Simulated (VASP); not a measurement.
# Mg (I4/mmm) in VASP: single point with PBEsol

Aim: the single point of Mg with PBEsol.

Program: VASP 6.6.1. These are calculated values, not measurements. Logs are shortened: lines on timing, memory, paths and dates and some standing lists are left out, and cuts for length are marked.

**1. The cell of the first run**

It takes space group I4/mmm (No. 139, tetragonal). The conventional cell has a = 3.240 Å, b = 3.240 Å, c = 10.080 Å, α = 90.00°, β = 90.00°, γ = 90.00°. Mg (site symmetry 4mm) has 9 Mg at 2.97 to 3.24 Å within 3.9 Å.

**2. Single point, PBEsol**

File INCAR:

```
SYSTEM = Mg
PREC = Accurate
ENCUT = 520
EDIFF = 1E-6
ISMEAR = 1
SIGMA = 0.1
LREAL = .FALSE.
LASPH = .TRUE.
NELM = 100
ALGO = Normal
ISIF = 2
LWAVE = .FALSE.
LCHARG = .TRUE.
GGA = PS
LELF = .TRUE.
LVHAR = .TRUE.
NBANDS = 9
```

File KPOINTS:

```
Automatic mesh
0
G
  12 12 12
  0 0 0
```

File POSCAR:

```
Mg
1.0
   -1.6200260000      1.6200260000      5.0401130000
    1.6200260000     -1.6200260000      5.0401130000
    1.6200260000      1.6200260000     -5.0401130000
Mg
2
Direct
    0.6472170000      0.6472170000      0.0000000000
    0.3527830000      0.3527830000      0.0000000000
```

Potentials or basis: VASP PAW PBE potentials, release 64 (Mg).

Run with:

```
$ cat potpaw_PBE.64/Mg/POTCAR > POTCAR
$ mpirun -np 1 vasp_std > vasp.out
```

OUTCAR:

```text
SYSTEM = Mg
   PREC = Accurate
   ENCUT = 520
   EDIFF = 1E-6
   ISMEAR = 1
   LREAL = .FALSE.
   LASPH = .TRUE.
   NELM = 100
   ISIF = 2
   GGA = PS

 ion  position               nearest neighbor table
   1  0.647  0.647  0.000-   2 2.97   2 3.09   2 3.09   2 3.09   2 3.09
   2  0.353  0.353  0.000-   1 2.97   1 3.09   1 3.09   1 3.09   1 3.09

  LATTYP: Found a body centered tetragonal cell.
 ALAT       =     3.2400520000
 C/A-ratio  =     3.1111309325

  Lattice vectors:

 A1 = (  -1.6200260000,   1.6200260000,   5.0401130000)
 A2 = (   1.6200260000,  -1.6200260000,   5.0401130000)
 A3 = (   1.6200260000,   1.6200260000,  -5.0401130000)

Analysis of symmetry for initial positions (statically):
=====================================================================
 Subroutine PRICEL returns:
 Original cell was already a primitive cell.

 Routine SETGRP: Setting up the symmetry group for a
 body centered tetragonal supercell.

 Subroutine GETGRP returns: Found 16 space group operations
 (whereof 16 operations were pure point group operations)
 out of a pool of 16 trial point group operations.

The static configuration has the point symmetry D_4h.

Analysis of symmetry for dynamics (positions and initial velocities):
=====================================================================
 Subroutine PRICEL returns:
 Original cell was already a primitive cell.

 Routine SETGRP: Setting up the symmetry group for a
 body centered tetragonal supercell.

 Subroutine GETGRP returns: Found 16 space group operations
 (whereof 16 operations were pure point group operations)
 out of a pool of 16 trial point group operations.

The dynamic configuration has the point symmetry D_4h.

 Subroutine INISYM returns: Found 16 space group operations
 (whereof 16 operations are pure point group operations),
 and found     1 'primitive' translations

----------------------------------------------------------------------------------------

                                     Primitive cell

  volume of cell :      52.9108

  direct lattice vectors                    reciprocal lattice vectors
    -1.620026000  1.620026000  5.040113000     0.000000000  0.308637022  0.099204125
     1.620026000 -1.620026000  5.040113000     0.308637022  0.000000000  0.099204125
     1.620026000  1.620026000 -5.040113000     0.308637022  0.308637022  0.000000000

  length of vectors
     5.536398426  5.536398426  5.536398426     0.324188633  0.324188633  0.436478662

  position of ions in fractional coordinates (direct lattice)
     0.647217000  0.647217000  0.000000000
     0.352783000  0.352783000  0.000000000

  ion indices of the primitive-cell ions
   primitive index   ion index
                 1           1
                 2           2

----------------------------------------------------------------------------------------

 KPOINTS: Automatic mesh

Automatic generation of k-mesh.
 Grid dimensions read from file:
 generate k-points for:   12   12   12

 Generating k-lattice:

  Cartesian coordinates                     Fractional coordinates (reciprocal lattice)
     0.000000000  0.025719752  0.008267010     0.083333333  0.000000000  0.000000000
     0.025719752  0.000000000  0.008267010     0.000000000  0.083333333  0.000000000
     0.025719752  0.025719752  0.000000000     0.000000000  0.000000000  0.083333333

  Length of vectors
     0.027015719  0.027015719  0.036373222

  Shift w.r.t. Gamma in fractional coordinates (k-lattice)
     0.000000000  0.000000000  0.000000000

 Subroutine IBZKPT returns following result:
 ===========================================

 Found    163 irreducible k-points:

 Following reciprocal coordinates:
            Coordinates               Weight
  0.000000  0.000000  0.000000      1.000000
  0.083333 -0.000000  0.000000      8.000000
  0.166667 -0.000000  0.000000      8.000000
  0.250000  0.000000  0.000000      8.000000
  0.333333  0.000000  0.000000      8.000000
  0.416667  0.000000 -0.000000      8.000000
[... 16 lines left out ...]
  0.500000  0.166667  0.000000     16.000000
 -0.416667  0.166667  0.000000     16.000000
 [... further k-points ...]
   k-points           NKPTS =    163   k-points in BZ     NKDIM =    163   number of bands    NBANDS=      9
   number of dos      NEDOS =    301   number of ions     NIONS =      2
   total plane-waves  NPLWV =  74088
   dimension x,y,z NGX =    42 NGY =   42 NGZ =   42
   dimension x,y,z NGXF=    84 NGYF=   84 NGZF=   84
   ions per type =               2
   NGX,Y,Z   is equivalent  to a cutoff of  12.61, 12.61, 12.61 a.u.
   NGXF,Y,Z  is equivalent  to a cutoff of  25.22, 25.22, 25.22 a.u.
 SYSTEM =  Mg
   PREC   = accura    normal or accurate (medium, high low for compatibility)
   ISTART =      0    job   : 0-new  1-cont  2-samecut
   ICHARG =      2    charge: 1-file 2-atom 10-const
   ISPIN  =      1    spin polarized calculation?
   LNONCOLLINEAR =      F non collinear calculations
   LSORBIT =      F    spin-orbit coupling
   LASPH  =      T    aspherical Exc in radial PAW
   ENCUT  =  520.0 eV  38.22 Ry    6.18 a.u.  10.29 10.29 10.29*2*pi/ulx,y,z
   NELM   =    100;   NELMIN=  2; NELMDL= -5     # of ELM steps
   EDIFF  = 0.1E-05   stopping-criterion for ELM
   LREAL  =      F    real-space projection
   EDIFFG = 0.1E-04   stopping-criterion for IOM
   NSW    =      0    number of steps for IOM
   IBRION =     -1    ionic relax: 0-MD 1-quasi-New 2-CG
   NFREE  =      0    steps in history (QN), initial steepest desc. (CG)
   ISIF   =      2    stress and relaxation
   ISYM   =      2    0-nonsym 1-usesym 2-fastsym
   POTIM  = 0.5000    time-step for ionic-motion
   TEBEG  =    0.0;   TEEND  =   0.0 temperature during run
   PSTRESS=    0.0 pullay stress
   NELECT =       4.0000    total number of electrons
   NUPDOWN=      -1.0000    fix difference up-down
   EMIN   =  10.00;   EMAX   =-10.00  energy-range for DOS
   EFERMI =   0.00;   METHOD = LEGACY
   ISMEAR =     1;   SIGMA  =   0.10  broadening in eV -4-tet -1-fermi 0-gaus
   EFERMI_NEDOS =   21; number of points for ismear=-14 and -15
   IALGO  =     38    algorithm
   IMIX   =      4    mixing-type and parameters
     AMIX     =   0.40;   BMIX     =  1.00
     AMIX_MAG =   1.60;   BMIX_MAG =  1.00
  volume/ion in A,a.u.               =      26.46       178.53
  Fermi-wavevector in a.u.,A,eV,Ry     =   0.692224  1.308114  6.519562  0.479174
  Thomas-Fermi vector in A             =   1.774097
   LORBIT       =      0    0 simple, 1 ext, 2 COOP (PROOUT), +10 PAW based schemes
   GGA     = PS    functional components
   LHFCALC =     F    Hartree Fock is set to
   AEXX    =    0.0000 exact exchange contribution
   IVDW    =     0    specifies the selected vdW correction
   LEPSILON=     F    determine dielectric tensor
   LRPA    =     F    only Hartree local field effects (RPA)
 non-spin polarized calculation
 Methfessel and Paxton  Order N= 1 SIGMA  =   0.10
  energy-cutoff  :      520.00
  volume of cell :       52.91
 maximum number of plane-waves:      1442
 NGX is ok and might be reduce to    42
   NGX = 21   NGY = 21   NGZ = 21

 number of electron       4.0000000 magnetization

 Free energy of the ion-electron system (eV)
  ---------------------------------------------------
  ext. energy  EPLUGINS =         0.00000000
  ---------------------------------------------------
  free energy    TOTEN  =        -2.97889805 eV

  energy without entropy =       -2.97980966  energy(sigma->0) =       -2.97920192

 E-fermi :   1.8091     XC(G=0):  -8.0491

 val. band max:        1.7742548217   @ k =  -0.1667   0.1667   0.0000
 cond. band min:       1.8146046228   @ k =  -0.0833   0.0833   0.0000
 fundamental gap:      0.0403498010
 Fermi energy:         1.8090964533

 k-point     1 :       0.0000    0.0000    0.0000
  band No.  band energies     occupation
      1      -4.5833      2.00000
      2       1.0760      2.00000
      3       1.6205      2.02268
      4       8.8663      0.00000
      5       9.4921      0.00000
      6       9.4921      0.00000
      7      10.5975      0.00000
      8      10.9110      0.00000
      9      10.9110      0.00000

 k-point     2 :       0.0833   -0.0000    0.0000
  band No.  band energies     occupation
      1      -4.4745      2.00000
      2       0.9124      2.00000
      3       1.9866     -0.03082
      4       7.4694      0.00000
      5       9.0225      0.00000
      6       9.5538      0.00000
      7      10.2921      0.00000
      8      11.0355      0.00000
      9      11.6406      0.00000

 k-point     3 :       0.1667   -0.0000    0.0000
  band No.  band energies     occupation
      1      -4.1490      2.00000
      2       0.7916      2.00000
      3       2.7041     -0.00000
      4       5.6631      0.00000
      5       7.3181      0.00000
      6       9.7462      0.00000
      7      10.7785      0.00000
      8      11.4009      0.00000
      9      12.0839      0.00000

 k-point     4 :       0.2500    0.0000    0.0000
  band No.  band energies     occupation
      1      -3.6093      2.00000
      2       0.8544      2.00000
      3       3.3902     -0.00000
      4       4.1312      0.00000
      5       5.8167      0.00000
      6      10.0852      0.00000
      7      11.1878      0.00000
      8      11.9878      0.00000
      9      12.3345      0.00000
[... 205 lines left out ...]
 k-point    22 :       0.4167    0.1667    0.0000
  band No.  band energies     occupation
      1      -1.3132      2.00000
      2       0.7493      2.00000
      3       1.3250      2.00000
      4       4.3600      0.00000
      5       7.1372      0.00000
      6       8.3041      0.00000
      7       8.6670      0.00000
      8      10.1569      0.00000
      9      11.0279      0.00000

 k-point    23 :       0.5000    0.1667    0.0000
  band No.  band energies     occupation
      1      -0.5626      2.00000
      2      -0.1228      2.00000
      3       1.9710     -0.04435
      4       3.6026     -0.00000
      5       7.0116      0.00000
      6       8.2814      0.00000
      7       9.0682      0.00000
      8       9.6186      0.00000
      9      11.1016      0.00000

 k-point    24 :      -0.4167    0.1667    0.0000
  band No.  band energies     occupation
      1      -1.6623      2.00000
      2       1.1996      2.00000
      3       2.4128     -0.00000
      4       3.4635     -0.00000
      5       5.5874      0.00000
      6       8.1721      0.00000
      7       9.3459      0.00000
      8       9.9367      0.00000
      9      11.5320      0.00000

 [... further k-points ...]
[... 5 lines left out ...]
  --------------------------------------------------------------------------------------
  -------------------------------------------------------------------------------------
  Total       -0.5719872     -0.5719872      0.4268499      0.0000000      0.0000000     -0.0000000
  in kB      -17.3201899    -17.3201899     12.9253272      0.0000000      0.0000000     -0.0000000
  external PRESSURE =      -7.2383509 kB  Pullay stress =       0.0000000 kB

 VOLUME and BASIS-vectors are now :
 -----------------------------------------------------------------------------
  energy-cutoff  :      520.00
  volume of cell :       52.91
      direct lattice vectors                 reciprocal lattice vectors
    -1.620026000  1.620026000  5.040113000     0.000000000  0.308637022  0.099204125
     1.620026000 -1.620026000  5.040113000     0.308637022  0.000000000  0.099204125
     1.620026000  1.620026000 -5.040113000     0.308637022  0.308637022  0.000000000

 POSITION                                       TOTAL-FORCE (eV/Angst)
 -----------------------------------------------------------------------------------
      0.00000      0.00000      6.52409        -0.000000     -0.000000     -0.140936
      0.00000      0.00000      3.55613         0.000000      0.000000      0.140936
 -----------------------------------------------------------------------------------
    total drift:                                0.000000     -0.000000     -0.000000

  FREE ENERGIE OF THE ION-ELECTRON SYSTEM (eV)
  ---------------------------------------------------
  free  energy   TOTEN  =        -2.9788980548 eV

  energy  without entropy=       -2.9798096606  energy(sigma->0) =       -2.97920192
```

Run time: 4.9 min. Hardware: 1 thread of AMD EPYC 7R13, shared host; peak memory 0.26 GiB.

Results:

| Property | Result |
| --- | --- |
| Free energy | -2.9789 eV |
| Pressure | -0.7 GPa |
| Largest force | 0.141 eV/Å |
| Band gap on the k mesh | zero (band 2 reaches 3.39 eV, above the bottom of band 3 at 0.30 eV) |

Forces on the atoms (eV/Å):
```
Mg   0.000  0.000 -0.141
Mg   0.000  0.000  0.141
```

Stress tensor (GPa, compression positive):
```
-1.73  0.00  0.00
 0.00 -1.73  0.00
 0.00  0.00  1.29
```

Levels at points of the mesh, in eV from the Fermi level:
| k point | band 1 | band 2 | band 3 | band 4 | band 5 | band 6 |
| --- | --- | --- | --- | --- | --- | --- |
| (0.00, 0.00, 0.00) | -6.39 | -0.73 | -0.19 | 7.06 | 7.68 | 7.68 |
| (0.50, 0.00, 0.00) | -2.66 | -2.46 | 0.08 | 1.05 | 5.85 | 6.20 |
| (0.50, 0.50, 0.00) | 0.10 | 0.86 | 1.03 | 2.09 | 2.34 | 2.70 |
| (0.50, 0.50, 0.50) | -5.44 | -4.22 | 5.85 | 6.30 | 6.37 | 6.99 |

Caveat: the PAW data sets were made with another functional, which shifts forces and pressure a little.
